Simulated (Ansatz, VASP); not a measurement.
## Li2Si3: VASP beside Ansatz

File INCAR:

```
SYSTEM = Li2Si3
ALGO = Fast ; EDIFF = 1E-7
ENCUT = 520 ; GGA = PE
ISIF = 2 ; ISMEAR = 0
LASPH = .TRUE. ; LCHARG = .TRUE.
LELF = .TRUE. ; LREAL = .FALSE.
LVHAR = .TRUE. ; LWAVE = .FALSE.
NBANDS = 17 ; NELM = 80
PREC = Accurate ; SIGMA = 0.1
```

Contents of KPOINTS:

```
k-points
0
G
  6 6 6
  0 0 0
```

Contents of POSCAR:

```
Li2Si3
1.0
    4.0688007767      0.0000000000      0.0000000000
   -2.0344003884      3.5236848356      0.0000000000
    0.0000000000      0.0000000000      5.0331433910
Li Si
2 3
Direct
    0.3333333333      0.6666666667      0.1446163289
    0.6666666667      0.3333333333      0.8553836711
    0.0000000000      0.0000000000      0.0000000000
    0.3333333333      0.6666666667      0.6354729766
    0.6666666667      0.3333333333      0.3645270234
```

Input for Ansatz:

```yaml
crystal:
  lattice:
    - [4.0688007767, 0.0, 0.0]
    - [-2.0344003884, 3.5236848356, 0.0]
    - [0.0, 0.0, 5.033143391]
  atoms:
    - { symbol: Li, position: [0.3333333333, 0.6666666667, 0.1446163289] }
    - { symbol: Li, position: [0.6666666667, 0.3333333333, 0.8553836711] }
    - { symbol: Si, position: [0.0, 0.0, 0.0] }
    - { symbol: Si, position: [0.3333333333, 0.6666666667, 0.6354729766] }
    - { symbol: Si, position: [0.6666666667, 0.3333333333, 0.3645270234] }
basis:
  ecutwfc: 420
kpoints:
  mp_grid: { grid: [6, 6, 6] }
hamiltonian:
  xc: pbe
scf:
  occupations: { method: gaussian, width: 0.1 }
output:
  forces: true
  stress: true
  eigenvalues: true
```

Alike in both runs: task single point; functional PBE; k mesh 6 × 6 × 6; occupations gaussian, width 0.1 eV; no spin polarisation.

```csv
,VASP,Ansatz
version,VASP 6.6.1,Ansatz 0.2.0
potentials or method,"VASP PAW PBE potentials, release 64 (Li_sv, Si), cutoff 520 eV","scalar-relativistic, plane waves, PAW"
valence electrons in the cell,18,18
```

```csv
,VASP,Ansatz,Ansatz less VASP
gap on the k mesh at the Fermi level (eV),none,none,-
rms of the force components (eV/Å),0.016,0.015,-0.0007
```

Atom by atom the forces differ by 0.001 eV/Å (rms over components). A gap of «none» marks a metal or a gap that the smearing closes. With one functional, cell and mesh, what is left measures potentials, basis and numerics.

Noted on VASP's run: the cutoff is under 1.25 times that of the potentials, so the pressure is a little rough.
